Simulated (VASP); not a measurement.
Write the native input for VASP 6.6.1 that does the following.

- Task: single point
- Functional: PBE
- Potentials or basis: VASP PAW PBE potentials, release 64 (B, P)
- Cutoff: 520 eV
- k mesh: 10 × 10 × 10
- Occupations: fermi-dirac, width 0.02 eV
- Spin: no spin polarisation
- Dipole correction: no
- Further INCAR settings: ALGO = Normal; EDIFF = 1e-07; NBANDS = 11

The structure of BP lies in POSCAR:

```
BP
1.0
    0.0000000000      2.3363651390      2.2405387671
    2.3363651390      0.0000000000      2.2405387671
    2.3363651390      2.3363651390      0.0000000000
B P
1 1
Direct
    0.0000000000      0.0000000000      0.0000000000
    0.2500000000      0.2500000000      0.2500000000
```

This cell differs from its parent crystal: epitaxial xy strain +3.0%.

The input as run:

INCAR

```
SYSTEM = BP
ALGO = Normal
EDIFF = 1E-7
ENCUT = 520
GGA = PE
ISIF = 2
ISMEAR = -1
LASPH = .TRUE.
LCHARG = .FALSE.
LREAL = .FALSE.
LWAVE = .FALSE.
NBANDS = 11
NELM = 60
PREC = Accurate
SIGMA = 0.02
```

KPOINTS

```
k-points
0
G
  10 10 10
  0 0 0
```

Potentials or basis: VASP PAW PBE potentials, release 64 (B, P).

Run with:

```console
$ cat potpaw_PBE.64/B/POTCAR potpaw_PBE.64/P/POTCAR > POTCAR
$ mpirun -np 1 vasp_std > vasp.out
```

Results of the run:

| Property | Result |
| --- | --- |
| Pressure | -6.1 GPa |
| Band gap on the k mesh | 0.69 eV, indirect (least direct gap 2.93 eV) |

Caveat: the cell differs from its parent crystal (epitaxial xy strain +3.0%).

Wall time 13 s on 1 thread of Intel(R) Xeon(R) Platinum 8488C (Sapphire Rapids) (shared host), peak memory 0.15 GiB.
